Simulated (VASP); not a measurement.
# Cl (P1) in VASP: single point with PBE

Aim: the single point of Cl with PBE.

All numbers are computed with VASP 6.6.1; they aren't measurements. Logs are shortened: lines on timing, memory, paths and dates and some standing lists are left out, and cuts for length are marked.

### Step 1. The cell of the first run

The typed cell holds 4 atoms: a = 3.810 Å, b = 8.270 Å, c = 3.810 Å, α = 90.00°, β = 112.22°, γ = 90.00°.

### Step 2. Single point, PBE

File INCAR:

```
ALGO = Normal
EDIFF = 1E-7
ENCUT = 520
GGA = PE
ISIF = 2
ISMEAR = -1
LASPH = T
LCHARG = F
LREAL = F
LWAVE = F
NBANDS = 22
NELM = 100
PREC = Accurate
SIGMA = 0.05
```

File KPOINTS:

```
k-points
0
Gamma
  4 2 4
```

File POSCAR:

```
Cl
1.0
   -3.1630150000      0.0000000000      2.1244840000
    0.0000000000     -8.2703110000      0.0000000000
    3.1630150000      0.0000000000      2.1244840000
Cl
4
Direct
    0.1046209019      0.8975689064      0.1269397970
    0.6339457850      0.5933804666      0.6121191418
    0.8824779956      0.1234706893      0.8870688685
    0.3812124797      0.3877518028      0.3765757644
```

Potentials or basis: VASP PAW PBE potentials, release 64 (Cl).

Command:

```
> cat potpaw_PBE.64/Cl/POTCAR > POTCAR
> mpirun -np 1 vasp_std > vasp.out
```

OUTCAR:

```text
EDIFF = 1E-7
   ENCUT = 520
   GGA = PE
   ISIF = 2
   ISMEAR = -1
   LASPH = T
   LREAL = F
   NELM = 100
   PREC = Accurate

 ion  position               nearest neighbor table
   1  0.105  0.898  0.127-   3 2.11
   2  0.634  0.593  0.612-   4 1.99
   3  0.882  0.123  0.887-   1 2.11
   4  0.381  0.388  0.377-   2 1.99

  LATTYP: Found a base centered orthorhombic cell.
 ALAT       =     4.2489680000
 B/A-ratio  =     1.4888391722
 C/A-ratio  =     1.9464281680

  Lattice vectors:

 A1 = (   3.1630150000,   0.0000000000,   2.1244840000)
 A2 = (  -3.1630150000,   0.0000000000,   2.1244840000)
 A3 = (   0.0000000000,  -8.2703110000,   0.0000000000)

Analysis of symmetry for initial positions (statically):
=====================================================================
 Subroutine PRICEL returns:
 Original cell was already a primitive cell.

 Routine SETGRP: Setting up the symmetry group for a
 base centered orthorhombic supercell.

 Subroutine GETGRP returns: Found  1 space group operations
 (whereof  1 operations were pure point group operations)
 out of a pool of  8 trial point group operations.

The static configuration has the point symmetry C_1 .

Analysis of symmetry for dynamics (positions and initial velocities):
=====================================================================
 Subroutine PRICEL returns:
 Original cell was already a primitive cell.

 Routine SETGRP: Setting up the symmetry group for a
 base centered orthorhombic supercell.

 Subroutine GETGRP returns: Found  1 space group operations
 (whereof  1 operations were pure point group operations)
 out of a pool of  8 trial point group operations.

The dynamic configuration has the point symmetry C_1 .

 Subroutine INISYM returns: Found  1 space group operations
 (whereof  1 operations are pure point group operations),
 and found     1 'primitive' translations

----------------------------------------------------------------------------------------

                                     Primitive cell

  volume of cell :     111.1493

  direct lattice vectors                    reciprocal lattice vectors
    -3.163015000  0.000000000  2.124484000    -0.158077025  0.000000000  0.235351266
     0.000000000 -8.270311000  0.000000000     0.000000000 -0.120914437  0.000000000
     3.163015000  0.000000000  2.124484000     0.158077025  0.000000000  0.235351266

  length of vectors
     3.810261954  8.270311000  3.810261954     0.283511136  0.120914437  0.283511136

  position of ions in fractional coordinates (direct lattice)
     0.104620902  0.897568906  0.126939797
     0.633945785  0.593380467  0.612119142
     0.882477996  0.123470689  0.887068869
     0.381212480  0.387751803  0.376575764

  ion indices of the primitive-cell ions
   primitive index   ion index
                 1           1
                 2           2
                 3           3
                 4           4

----------------------------------------------------------------------------------------

 KPOINTS: k-points

Automatic generation of k-mesh.
 Grid dimensions read from file:
 generate k-points for:    4    2    4

 Generating k-lattice:

  Cartesian coordinates                     Fractional coordinates (reciprocal lattice)
    -0.039519256  0.000000000  0.058837817     0.250000000  0.000000000  0.000000000
     0.000000000 -0.060457219  0.000000000     0.000000000  0.500000000  0.000000000
     0.039519256  0.000000000  0.058837817     0.000000000  0.000000000  0.250000000

  Length of vectors
     0.070877784  0.060457219  0.070877784

  Shift w.r.t. Gamma in fractional coordinates (k-lattice)
     0.000000000  0.000000000  0.000000000

 Subroutine IBZKPT returns following result:
 ===========================================

 Found     20 irreducible k-points:

 Following reciprocal coordinates:
            Coordinates               Weight
  0.000000  0.000000  0.000000      1.000000
  0.250000  0.000000  0.000000      2.000000
  0.000000  0.000000  0.250000      2.000000
  0.500000  0.000000  0.000000      1.000000
  0.000000  0.000000  0.500000      1.000000
  0.000000  0.500000  0.000000      1.000000
[... 12 lines left out ...]
  0.500000  0.000000  0.500000      1.000000
  0.500000  0.500000  0.500000      1.000000
   k-points           NKPTS =     20   k-points in BZ     NKDIM =     20   number of bands    NBANDS=     22
   number of dos      NEDOS =    301   number of ions     NIONS =      4
   total plane-waves  NPLWV =  50176
   dimension x,y,z NGX =    28 NGY =   64 NGZ =   28
   dimension x,y,z NGXF=    56 NGYF=  128 NGZF=   56
   ions per type =               4
   NGX,Y,Z   is equivalent  to a cutoff of  12.22, 12.86, 12.22 a.u.
   NGXF,Y,Z  is equivalent  to a cutoff of  24.43, 25.73, 24.43 a.u.
 SYSTEM =  unknown system
   PREC   = accura    normal or accurate (medium, high low for compatibility)
   ISTART =      0    job   : 0-new  1-cont  2-samecut
   ICHARG =      2    charge: 1-file 2-atom 10-const
   ISPIN  =      1    spin polarized calculation?
   LNONCOLLINEAR =      F non collinear calculations
   LSORBIT =      F    spin-orbit coupling
   LASPH  =      T    aspherical Exc in radial PAW
   ENCUT  =  520.0 eV  38.22 Ry    6.18 a.u.   7.08 15.38  7.08*2*pi/ulx,y,z
   NELM   =    100;   NELMIN=  2; NELMDL= -5     # of ELM steps
   EDIFF  = 0.1E-06   stopping-criterion for ELM
   LREAL  =      F    real-space projection
   EDIFFG = 0.1E-05   stopping-criterion for IOM
   NSW    =      0    number of steps for IOM
   IBRION =     -1    ionic relax: 0-MD 1-quasi-New 2-CG
   NFREE  =      0    steps in history (QN), initial steepest desc. (CG)
   ISIF   =      2    stress and relaxation
   ISYM   =      2    0-nonsym 1-usesym 2-fastsym
   POTIM  = 0.5000    time-step for ionic-motion
   TEBEG  =    0.0;   TEEND  =   0.0 temperature during run
   PSTRESS=    0.0 pullay stress
   NELECT =      28.0000    total number of electrons
   NUPDOWN=      -1.0000    fix difference up-down
   EMIN   =  10.00;   EMAX   =-10.00  energy-range for DOS
   EFERMI =   0.00;   METHOD = LEGACY
   ISMEAR =    -1;   SIGMA  =   0.05  broadening in eV -4-tet -1-fermi 0-gaus
   EFERMI_NEDOS =   21; number of points for ismear=-14 and -15
   IALGO  =     38    algorithm
   IMIX   =      4    mixing-type and parameters
     AMIX     =   0.40;   BMIX     =  1.00
     AMIX_MAG =   1.60;   BMIX_MAG =  1.00
  volume/ion in A,a.u.               =      27.79       187.52
  Fermi-wavevector in a.u.,A,eV,Ry     =   1.033932  1.953848 14.544838  1.069015
  Thomas-Fermi vector in A             =   2.168203
   LORBIT       =      0    0 simple, 1 ext, 2 COOP (PROOUT), +10 PAW based schemes
   GGA     = PE    functional components
   LHFCALC =     F    Hartree Fock is set to
   AEXX    =    0.0000 exact exchange contribution
   IVDW    =     0    specifies the selected vdW correction
   LEPSILON=     F    determine dielectric tensor
   LRPA    =     F    only Hartree local field effects (RPA)
 non-spin polarized calculation
  energy-cutoff  :      520.00
  volume of cell :      111.15
 maximum number of plane-waves:      3020
   NGX = 15   NGY = 31   NGZ = 15

 number of electron      28.0000000 magnetization

 Free energy of the ion-electron system (eV)
  ---------------------------------------------------
  ext. energy  EPLUGINS =         0.00000000
  ---------------------------------------------------
  free energy    TOTEN  =        -7.22121077 eV

  energy without entropy =       -7.22121077  energy(sigma->0) =       -7.22121077

 E-fermi :   0.7243     XC(G=0):  -7.9487

 val. band max:       -0.2972575264   @ k =   0.5000   0.5000   0.0000
 cond. band min:       1.7163750933   @ k =   0.0000   0.0000   0.0000
 fundamental gap:      2.0136326197
 Fermi energy:         0.7243404551

 k-point     1 :       0.0000    0.0000    0.0000
  band No.  band energies     occupation
      1     -17.1084      2.00000
      2     -16.1685      2.00000
      3     -13.2111      2.00000
      4     -12.4047      2.00000
      5      -5.7776      2.00000
      6      -4.5177      2.00000
[... 14 lines left out ...]
     21      10.1545      0.00000
     22      10.5109      0.00000

 k-point     2 :       0.2500    0.0000    0.0000
  band No.  band energies     occupation
      1     -17.0119      2.00000
      2     -16.0989      2.00000
      3     -13.0865      2.00000
      4     -12.5186      2.00000
      5      -5.7349      2.00000
      6      -4.7901      2.00000
[... 14 lines left out ...]
     21       9.9376      0.00000
     22      10.6752      0.00000

 k-point     3 :       0.0000    0.0000    0.2500
  band No.  band energies     occupation
      1     -17.0155      2.00000
      2     -16.0956      2.00000
      3     -13.0870      2.00000
      4     -12.5161      2.00000
      5      -5.7307      2.00000
      6      -4.7955      2.00000
[... 14 lines left out ...]
     21       9.9373      0.00000
     22      10.6720      0.00000

 k-point     4 :       0.5000    0.0000    0.0000
  band No.  band energies     occupation
      1     -16.9097      2.00000
      2     -16.0276      2.00000
      3     -12.8407      2.00000
      4     -12.7605      2.00000
      5      -5.5892      2.00000
      6      -5.2732      2.00000
[... 14 lines left out ...]
     21      10.9583      0.00000
     22      11.1586      0.00000

 k-point     5 :       0.0000    0.0000    0.5000
  band No.  band energies     occupation
      1     -16.9174      2.00000
      2     -16.0204      2.00000
      3     -12.8532      2.00000
      4     -12.7438      2.00000
      5      -5.5741      2.00000
      6      -5.2892      2.00000
[... 317 lines left out ...]
 k-point    18 :      -0.2500    0.5000    0.2500
  band No.  band energies     occupation
      1     -16.9892      2.00000
      2     -16.0958      2.00000
      3     -12.8582      2.00000
      4     -12.6365      2.00000
      5      -5.4148      2.00000
      6      -4.9698      2.00000
[... 14 lines left out ...]
     21      10.0655      0.00000
     22      10.3145      0.00000

 k-point    19 :       0.5000    0.0000    0.5000
  band No.  band energies     occupation
      1     -16.8898      2.00000
      2     -15.9607      2.00000
      3     -12.9772      2.00000
      4     -12.3871      2.00000
      5      -5.5531      2.00000
      6      -4.6737      2.00000
[... 14 lines left out ...]
     21      10.7637      0.00000
     22      11.6606      0.00000

 k-point    20 :       0.5000    0.5000    0.5000
  band No.  band energies     occupation
      1     -16.8810      2.00000
      2     -15.9821      2.00000
      3     -12.7811      2.00000
      4     -12.5835      2.00000
      5      -5.3771      2.00000
      6      -4.9368      2.00000
[... 14 lines left out ...]
     21       9.9040      0.00000
     22      10.2254      0.00000

------------------------ aborting loop because EDIFF is reached ----------------------------------------

  FORCE on cell =-STRESS in cart. coord.  units (eV):
  Direction    XX          YY          ZZ          XY          YZ          ZX
  --------------------------------------------------------------------------------------
  -------------------------------------------------------------------------------------
  Total        1.0263704     -1.0878974      0.1341736     -0.0743110     -1.4016753     -0.0326272
  in kB       14.7947677    -15.6816583      1.9340647     -1.0711666    -20.2046553     -0.4703093
  external PRESSURE =       0.3490581 kB  Pullay stress =       0.0000000 kB

 VOLUME and BASIS-vectors are now :
 -----------------------------------------------------------------------------
  energy-cutoff  :      520.00
  volume of cell :      111.15
      direct lattice vectors                 reciprocal lattice vectors
    -3.163015000  0.000000000  2.124484000    -0.158077025  0.000000000  0.235351266
     0.000000000 -8.270311000  0.000000000     0.000000000 -0.120914437  0.000000000
     3.163015000  0.000000000  2.124484000     0.158077025  0.000000000  0.235351266

 POSITION                                       TOTAL-FORCE (eV/Angst)
 -----------------------------------------------------------------------------------
      0.07059     -7.42317      0.49195        -0.063868     -1.046827     -0.488372
     -0.06904     -4.90744      2.64724         0.029478     -0.427379      0.121307
      0.01452     -1.02114      3.75937         0.049291      1.204055      0.468495
     -0.01467     -3.20683      1.60991        -0.014902      0.270151     -0.101430
 -----------------------------------------------------------------------------------
    total drift:                               -0.000076     -0.000009     -0.000120

  FREE ENERGIE OF THE ION-ELECTRON SYSTEM (eV)
  ---------------------------------------------------
  free  energy   TOTEN  =        -7.2212107681 eV

  energy  without entropy=       -7.2212107671  energy(sigma->0) =       -7.22121077
```

Wall time 48 s (1 thread of Intel Xeon Platinum 8488C (Sapphire Rapids), shared host); peak memory 0.21 GiB.

What came out:

```yaml
Free_energy: -7.2212 eV
Pressure: 0.0 GPa
Largest_force: 1.293 eV/Å
Band_gap_on_the_k_mesh: 2.01 eV, indirect (least direct gap 2.04 eV)
```

Forces on the atoms (eV/Å):
```
Cl  -0.064 -1.047 -0.488
Cl   0.029 -0.427  0.121
Cl   0.049  1.204  0.468
Cl  -0.015  0.270 -0.101
```

Stress tensor (GPa, compression positive):
```
 1.48 -0.11 -0.05
-0.11 -1.57 -2.02
-0.05 -2.02  0.19
```

Caveat: the k points lie up to 0.45 Å⁻¹ apart; forces of over 1 eV/Å act on the atoms, so gaps and moduli don't describe the material at rest. A k mesh can miss the band edges.
